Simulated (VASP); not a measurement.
# Au (P6_3/mmc) in VASP: notebook

Runs on Au. Level: PBE. Tasks: single point.

Everything below comes from runs of VASP 6.6.1. Logs are shortened: lines on timing, memory, paths and dates and some standing lists are left out, and cuts for length are marked.

### Step 1. The cell of the first run

It takes space group P6_3/mmc (No. 194, hexagonal). The conventional cell has a = 2.539 Å, b = 2.539 Å, c = 4.189 Å, α = 90.00°, β = 90.00°, γ = 120.00°. Within 3.4 Å of Au (site symmetry -6m2) lie 12 Au at 2.54 to 2.56 Å.

### Step 2. Single point, PBE

Input file INCAR:

```
SYSTEM = Au
PREC = Accurate
ENCUT = 520
EDIFF = 1E-6
ISMEAR = -1
SIGMA = 0.08
LREAL = .False.
LASPH = .True.
NELM = 60
ALGO = Normal
ISIF = 2
LWAVE = .False.
LCHARG = .True.
GGA = PE
LELF = .True.
LVHAR = .True.
NBANDS = 18
```

Input file KPOINTS:

```
Automatic mesh
0
Gamma
  15 15 8
  0 0 0
```

Input file POSCAR:

```
Au
1.0
    2.5392882617      0.0000000000      0.0000000000
   -1.2696441308      2.1990881422      0.0000000000
    0.0000000000      0.0000000000      4.1892619723
Au
2
Direct
    0.3333333333      0.6666666667      0.2500000000
    0.6666666667      0.3333333333      0.7500000000
```

Potentials or basis: VASP PAW PBE potentials, release 64 (Au).

Run with:

```bash
cat potpaw_PBE.64/Au/POTCAR > POTCAR
mpirun -np 1 vasp_std > vasp.out
```

OUTCAR:

```text
SYSTEM = Au
   PREC = Accurate
   ENCUT = 520
   EDIFF = 1E-6
   ISMEAR = -1
   LREAL = .False.
   LASPH = .True.
   NELM = 60
   ISIF = 2
   GGA = PE

 ion  position               nearest neighbor table
   1  0.333  0.667  0.250-   2 2.56   2 2.56   2 2.56   2 2.56   2 2.56   2 2.56   2 3.60   2 3.60
                             2 3.60   2 3.60   2 3.60   2 3.60
   2  0.667  0.333  0.750-   1 2.56   1 2.56   1 2.56   1 2.56   1 2.56   1 2.56   1 3.60   1 3.60
                             1 3.60   1 3.60   1 3.60   1 3.60

  LATTYP: Found a hexagonal cell.
 ALAT       =     2.5392882617
 C/A-ratio  =     1.6497780246

  Lattice vectors:

 A1 = (   2.5392882617,   0.0000000000,   0.0000000000)
 A2 = (  -1.2696441308,   2.1990881422,   0.0000000000)
 A3 = (   0.0000000000,   0.0000000000,   4.1892619723)

Analysis of symmetry for initial positions (statically):
=====================================================================
 Subroutine PRICEL returns:
 Original cell was already a primitive cell.

 Routine SETGRP: Setting up the symmetry group for a
 hexagonal supercell.

 Subroutine GETGRP returns: Found 24 space group operations
 (whereof 12 operations were pure point group operations)
 out of a pool of 24 trial point group operations.

The static configuration has the point symmetry D_3d.
 The point group associated with its full space group is D_6h.

Analysis of symmetry for dynamics (positions and initial velocities):
=====================================================================
 Subroutine PRICEL returns:
 Original cell was already a primitive cell.

 Routine SETGRP: Setting up the symmetry group for a
 hexagonal supercell.

 Subroutine GETGRP returns: Found 24 space group operations
 (whereof 12 operations were pure point group operations)
 out of a pool of 24 trial point group operations.

The dynamic configuration has the point symmetry D_3d.
 The point group associated with its full space group is D_6h.

 Subroutine INISYM returns: Found 24 space group operations
 (whereof 12 operations are pure point group operations),
 and found     1 'primitive' translations

----------------------------------------------------------------------------------------

                                     Primitive cell

  volume of cell :      23.3933

  direct lattice vectors                    reciprocal lattice vectors
     2.539288262  0.000000000  0.000000000     0.393811138  0.227366967  0.000000000
    -1.269644131  2.199088142  0.000000000     0.000000000  0.454733933  0.000000000
     0.000000000  0.000000000  4.189261972     0.000000000  0.000000000  0.238705530

  length of vectors
     2.539288262  2.539288262  4.189261972     0.454733933  0.454733933  0.238705530

  position of ions in fractional coordinates (direct lattice)
     0.333333333  0.666666667  0.250000000
     0.666666667  0.333333333  0.750000000

  ion indices of the primitive-cell ions
   primitive index   ion index
                 1           1
                 2           2

----------------------------------------------------------------------------------------

 KPOINTS: Automatic mesh

Automatic generation of k-mesh.
 Grid dimensions read from file:
 generate k-points for:   15   15    8

 Generating k-lattice:

  Cartesian coordinates                     Fractional coordinates (reciprocal lattice)
     0.026254076  0.015157798  0.000000000     0.066666667  0.000000000  0.000000000
     0.000000000  0.030315596  0.000000000     0.000000000  0.066666667  0.000000000
     0.000000000  0.000000000  0.029838191     0.000000000  0.000000000  0.125000000

  Length of vectors
     0.030315596  0.030315596  0.029838191

  Shift w.r.t. Gamma in fractional coordinates (k-lattice)
     0.000000000  0.000000000  0.000000000

 Subroutine IBZKPT returns following result:
 ===========================================

 Found    135 irreducible k-points:

 Following reciprocal coordinates:
            Coordinates               Weight
  0.000000  0.000000  0.000000      1.000000
  0.066667  0.000000  0.000000      6.000000
  0.133333  0.000000  0.000000      6.000000
  0.200000  0.000000  0.000000      6.000000
  0.266667  0.000000  0.000000      6.000000
  0.333333  0.000000  0.000000      6.000000
[... 16 lines left out ...]
  0.333333  0.200000  0.000000     12.000000
  0.400000  0.200000  0.000000      6.000000
 [... further k-points ...]
   k-points           NKPTS =    135   k-points in BZ     NKDIM =    135   number of bands    NBANDS=     18
   number of dos      NEDOS =    301   number of ions     NIONS =      2
   total plane-waves  NPLWV =  12800
   dimension x,y,z NGX =    20 NGY =   20 NGZ =   32
   dimension x,y,z NGXF=    40 NGYF=   40 NGZF=   64
   ions per type =               2
   NGX,Y,Z   is equivalent  to a cutoff of  13.09, 13.09, 12.70 a.u.
   NGXF,Y,Z  is equivalent  to a cutoff of  26.19, 26.19, 25.40 a.u.
 SYSTEM =  Au
   PREC   = accura    normal or accurate (medium, high low for compatibility)
   ISTART =      0    job   : 0-new  1-cont  2-samecut
   ICHARG =      2    charge: 1-file 2-atom 10-const
   ISPIN  =      1    spin polarized calculation?
   LNONCOLLINEAR =      F non collinear calculations
   LSORBIT =      F    spin-orbit coupling
   LASPH  =      T    aspherical Exc in radial PAW
   ENCUT  =  520.0 eV  38.22 Ry    6.18 a.u.   4.72  4.72  7.79*2*pi/ulx,y,z
   NELM   =     60;   NELMIN=  2; NELMDL= -5     # of ELM steps
   EDIFF  = 0.1E-05   stopping-criterion for ELM
   LREAL  =      F    real-space projection
   EDIFFG = 0.1E-04   stopping-criterion for IOM
   NSW    =      0    number of steps for IOM
   IBRION =     -1    ionic relax: 0-MD 1-quasi-New 2-CG
   NFREE  =      0    steps in history (QN), initial steepest desc. (CG)
   ISIF   =      2    stress and relaxation
   ISYM   =      2    0-nonsym 1-usesym 2-fastsym
   POTIM  = 0.5000    time-step for ionic-motion
   TEBEG  =    0.0;   TEEND  =   0.0 temperature during run
   PSTRESS=    0.0 pullay stress
   NELECT =      22.0000    total number of electrons
   NUPDOWN=      -1.0000    fix difference up-down
   EMIN   =  10.00;   EMAX   =-10.00  energy-range for DOS
   EFERMI =   0.00;   METHOD = LEGACY
   ISMEAR =    -1;   SIGMA  =   0.08  broadening in eV -4-tet -1-fermi 0-gaus
   EFERMI_NEDOS =   21; number of points for ismear=-14 and -15
   IALGO  =     38    algorithm
   IMIX   =      4    mixing-type and parameters
     AMIX     =   0.40;   BMIX     =  1.00
     AMIX_MAG =   1.60;   BMIX_MAG =  1.00
  volume/ion in A,a.u.               =      11.70        78.93
  Fermi-wavevector in a.u.,A,eV,Ry     =   1.603928  3.030985 35.002166  2.572587
  Thomas-Fermi vector in A             =   2.700514
   LORBIT       =      0    0 simple, 1 ext, 2 COOP (PROOUT), +10 PAW based schemes
   GGA     = PE    functional components
[... 5 lines left out ...]
 non-spin polarized calculation
  energy-cutoff  :      520.00
  volume of cell :       23.39
 maximum number of plane-waves:       652
 NGX is ok and might be reduce to    20
   NGX =  9   NGY =  9   NGZ = 15

 number of electron      22.0000002 magnetization

 Free energy of the ion-electron system (eV)
  ---------------------------------------------------
  ext. energy  EPLUGINS =         0.00000000
  ---------------------------------------------------
  free energy    TOTEN  =        -1.42926550 eV

  energy without entropy =       -1.42257082  energy(sigma->0) =       -1.42591816

 E-fermi :  17.4353     XC(G=0): -15.0758

 val. band max:       17.3711086211   @ k =   0.4667   0.0000   0.0000
 cond. band min:      17.5443277859   @ k =   0.3333   0.0667   0.3750
 fundamental gap:      0.1732191648
 Fermi energy:        17.4352589822

 k-point     1 :       0.0000    0.0000    0.0000
  band No.  band energies     occupation
      1       2.6574      2.00000
      2       5.4856      2.00000
      3       9.7042      2.00000
      4      10.0113      2.00000
      5      10.0113      2.00000
      6      10.6790      2.00000
[... 10 lines left out ...]
     17      39.5366      0.00000
     18      39.6212      0.00000

 k-point     2 :       0.0667    0.0000    0.0000
  band No.  band energies     occupation
      1       2.8590      2.00000
      2       5.6614      2.00000
      3       9.5051      2.00000
      4      10.1739      2.00000
      5      10.1761      2.00000
      6      10.5778      2.00000
[... 10 lines left out ...]
     17      38.0090      0.00000
     18      38.4744      0.00000

 k-point     3 :       0.1333    0.0000    0.0000
  band No.  band energies     occupation
      1       3.4361      2.00000
      2       6.1304      2.00000
      3       9.1328      2.00000
      4      10.2258      2.00000
      5      10.6342      2.00000
      6      10.6601      2.00000
[... 10 lines left out ...]
     17      36.0422      0.00000
     18      36.7106      0.00000

 k-point     4 :       0.2000    0.0000    0.0000
  band No.  band energies     occupation
      1       4.2942      2.00000
      2       6.6463      2.00000
      3       8.8776      2.00000
      4       9.5001      2.00000
      5       9.9316      2.00000
      6      10.9426      2.00000
[... 10 lines left out ...]
     17      35.1479      0.00000
     18      35.4231      0.00000

 k-point     5 :       0.2667    0.0000    0.0000
  band No.  band energies     occupation
      1       5.2296      2.00000
      2       6.7501      2.00000
      3       8.4463      2.00000
      4       9.1110      2.00000
      5       9.8544      2.00000
      6      10.5554      2.00000
[... 10 lines left out ...]
     17      36.0090      0.00000
     18      36.4225      0.00000

 k-point     6 :       0.3333    0.0000    0.0000
  band No.  band energies     occupation
      1       5.9120      2.00000
      2       6.4961      2.00000
      3       7.6174      2.00000
      4       9.6284      2.00000
      5      10.2249      2.00000
      6      10.2879      2.00000
[... 307 lines left out ...]
 k-point    21 :       0.2000    0.2000    0.0000
  band No.  band energies     occupation
      1       6.6475      2.00000
      2       7.6966      2.00000
      3       7.7785      2.00000
      4       8.0201      2.00000
      5       9.5767      2.00000
      6      10.2313      2.00000
[... 10 lines left out ...]
     17      35.1404      0.00000
     18      35.3127      0.00000

 k-point    22 :       0.2667    0.2000    0.0000
  band No.  band energies     occupation
      1       7.1931      2.00000
      2       7.2262      2.00000
      3       7.5512      2.00000
      4       8.6493      2.00000
      5       9.4389      2.00000
      6      10.6592      2.00000
[... 10 lines left out ...]
     17      33.1946      0.00000
     18      34.5632      0.00000

 k-point    23 :       0.3333    0.2000    0.0000
  band No.  band energies     occupation
      1       6.9233      2.00000
      2       7.2382      2.00000
      3       7.4405      2.00000
      4       9.4387      2.00000
      5       9.4678      2.00000
      6      10.2782      2.00000
[... 10 lines left out ...]
     17      31.5148      0.00000
     18      33.7553      0.00000

 k-point    24 :       0.4000    0.2000    0.0000
  band No.  band energies     occupation
      1       6.8191      2.00000
      2       7.1746      2.00000
      3       7.4499      2.00000
      4       9.5365      2.00000
      5       9.7785      2.00000
      6      10.0865      2.00000
[... 10 lines left out ...]
     17      31.3914      0.00000
     18      33.3156      0.00000

 [... further k-points ...]
[... 5 lines left out ...]
  --------------------------------------------------------------------------------------
  -------------------------------------------------------------------------------------
  Total       29.7068856     29.7068856     29.7097613      0.0000000     -0.0000000      0.0000000
  in kB     2034.5836239   2034.5836239   2034.7805790      0.0000000     -0.0000000      0.0000000
  external PRESSURE =    2034.6492756 kB  Pullay stress =       0.0000000 kB

 VOLUME and BASIS-vectors are now :
 -----------------------------------------------------------------------------
  energy-cutoff  :      520.00
  volume of cell :       23.39
      direct lattice vectors                 reciprocal lattice vectors
     2.539288262  0.000000000  0.000000000     0.393811138  0.227366967  0.000000000
    -1.269644131  2.199088142  0.000000000     0.000000000  0.454733933  0.000000000
     0.000000000  0.000000000  4.189261972     0.000000000  0.000000000  0.238705530

 POSITION                                       TOTAL-FORCE (eV/Angst)
 -----------------------------------------------------------------------------------
     -0.00000      1.46606      1.04732         0.000000     -0.000000      0.000000
      1.26964      0.73303      3.14195        -0.000000      0.000000      0.000000
 -----------------------------------------------------------------------------------
    total drift:                               -0.000000      0.000000     -0.000000

  FREE ENERGIE OF THE ION-ELECTRON SYSTEM (eV)
  ---------------------------------------------------
  free  energy   TOTEN  =        -1.4292655031 eV

  energy  without entropy=       -1.4225708189  energy(sigma->0) =       -1.42591816
```

Run time: 31 s. Hardware: 1 thread of Intel Xeon Platinum 8259CL at 2.50GHz (Skylake/Cascade Lake), shared host; peak memory 0.17 GiB.

What came out:

```
Free energy            : -1.4293 eV
Pressure               : 203.5 GPa
Band gap on the k mesh : zero (band 11 reaches 23.20 eV, above the bottom of band 12 at 13.68 eV)
```

Levels at points of the mesh, in eV from the Fermi level:
| k point | band 7 | band 8 | band 9 | band 10 | band 11 | band 12 | band 13 | band 14 | band 15 | band 16 |
| --- | --- | --- | --- | --- | --- | --- | --- | --- | --- | --- |
| (0.00, 0.00, 0.00) | -6.76 | -5.68 | -5.68 | -3.18 | -2.92 | -2.92 | 5.26 | 13.15 | 15.07 | 16.42 |
| (0.00, 0.00, 0.50) | -7.52 | -7.52 | -3.75 | -3.75 | -3.75 | -3.75 | 12.38 | 12.38 | 15.20 | 15.20 |

Caveat: spin-orbit coupling is left out, which moves the levels of the heavy elements.

### Step 3. Single point, PBE

This run uses another cell than the first one, of 13.50 Å³/atom, 1.154 times its volume.

Input file INCAR:

```
PREC = Accurate
ENCUT = 520
EDIFF = 1E-6
ISMEAR = -1
SIGMA = 0.08
LREAL = False
LASPH = True
NELM = 100
ALGO = Normal
ISIF = 2
LWAVE = False
LCHARG = False
GGA = PE
NBANDS = 18
```

Input file KPOINTS:

```
regular mesh
0
Gamma
  15 15 8
```

Input file POSCAR:

```
Au
1.0
    2.6616168663      0.0000000000      0.0000000000
   -1.3308084331      2.3050278213      0.0000000000
    0.0000000000      0.0000000000      4.3996523055
Au
2
Direct
    0.3333333333      0.6666666667      0.2500000000
    0.6666666667      0.3333333333      0.7500000000
```

Potentials or basis: VASP PAW PBE potentials, release 64 (Au).

Run with:

```bash
cat potpaw_PBE.64/Au/POTCAR > POTCAR
mpirun -np 1 vasp_std > vasp.out
```

It took 32 s on 1 thread of Intel Xeon Platinum 8259CL at 2.50GHz (Skylake/Cascade Lake), shared host; peak memory 0.18 GiB.

The run converged. Its results:

```yaml
Free_energy: -4.5865 eV
Pressure: 90.9 GPa
Band_gap_on_the_k_mesh: zero (band 11 reaches 19.21 eV, above the bottom of band 12 at 10.74 eV)
```

Levels at points of the mesh, in eV from the Fermi level:
```
           k point  band 7  band 8  band 9  band 10  band 11  band 12  band 13  band 14  band 15  band 16
(0.00, 0.00, 0.00)   -5.61   -4.74   -4.74    -2.58    -2.58    -2.31     4.23    13.94    15.68    16.76
(0.00, 0.00, 0.50)   -6.20   -6.20   -3.25    -3.25    -3.25    -3.25    12.35    12.35    14.76    14.76
```

Caveat: spin-orbit coupling is left out, which moves the levels of the heavy elements.
